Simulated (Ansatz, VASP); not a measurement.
**One calculation of PtSe2, two programs**

INCAR

```
SYSTEM = PtSe2
ALGO     = Normal         ! electronic algorithm
EDIFF    = 1E-7           ! SCF threshold, eV
ENCUT    = 520            ! plane-wave cutoff, eV
GGA      = PE             ! functional
ISIF     = 2              ! what is computed and relaxed
ISMEAR   = 0              ! smearing method
LASPH    = .True.         ! aspherical terms in the spheres
LCHARG   = .True.         ! write CHGCAR
LELF     = .True.         ! ELF
LREAL    = .False.        ! projectors in reciprocal space
LVHAR    = .True.       
LWAVE    = .False.        ! write WAVECAR
NBANDS   = 18             ! bands
NELM     = 100            ! most SCF steps
PREC     = Accurate       ! precision mode
SIGMA    = 0.014          ! smearing width, eV
```

The input KPOINTS:

```
k-points
0
Gamma
  8 8 5
  0 0 0
```

Contents of POSCAR:

```
PtSe2
1.0
    3.7240000000      0.0000000000      0.0000000000
   -1.8620000000      3.2250786037      0.0000000000
    0.0000000000      0.0000000000      5.0620000000
Pt Se
1 2
Direct
    0.0000000000      0.0000000000      0.0000000000
    0.6666666667      0.3333333333      0.7500000000
    0.3333333333      0.6666666667      0.2500000000
```

File input.yaml:

```yaml
crystal:
  lattice:
    - [3.724, 0.0, 0.0]
    - [-1.862, 3.2250786037, 0.0]
    - [0.0, 0.0, 5.062]
  atoms:
    - { symbol: Pt, position: [0.0, 0.0, 0.0] }
    - { symbol: Se, position: [0.6666666667, 0.3333333333, 0.75] }
    - { symbol: Se, position: [0.3333333333, 0.6666666667, 0.25] }
hamiltonian:
  xc: pbe
  pseudopotentials: { kind: paw }
kpoints:
  mp_grid: { grid: [8, 8, 5] }
scf:
  occupations: { method: gaussian, width: 0.014 }
output:
  forces: true
  stress: true
  eigenvalues: true
```

Alike in both runs: task single point; functional PBE; k mesh 8 × 8 × 5; occupations gaussian, width 0.014 eV; no spin polarisation.

|  | VASP | Ansatz |
| --- | --- | --- |
| version | VASP 6.6.1 | Ansatz 0.2.0 |
| potentials or method | VASP PAW PBE potentials, release 64 (Pt, Se) | Ansatz PAW |
| plane-wave cutoff (eV) | 520 | 420 |
| valence electrons in the cell | 22 | 50 |

|  | VASP | Ansatz | Ansatz less VASP |
| --- | --- | --- | --- |
| gap on the k mesh at the Fermi level (eV) | none | none | - |
| pressure (GPa) | 7.3 | 7.3 | +0.01 |
| traceless stress, the component that is largest in VASP (GPa) | -1.16 | -1.15 | +0.005 |
| rms of the force components (eV/Å) | 0.271 | 0.269 | -0.0025 |

Atom by atom the forces differ by 0.003 eV/Å (rms over components). A gap of «none» marks a metal or a gap that the smearing closes. VASP's potentials hold 22 valence electrons a cell and Ansatz's 50, so a difference there can come from the potentials and not from the codes.

Spin-orbit coupling is off throughout.
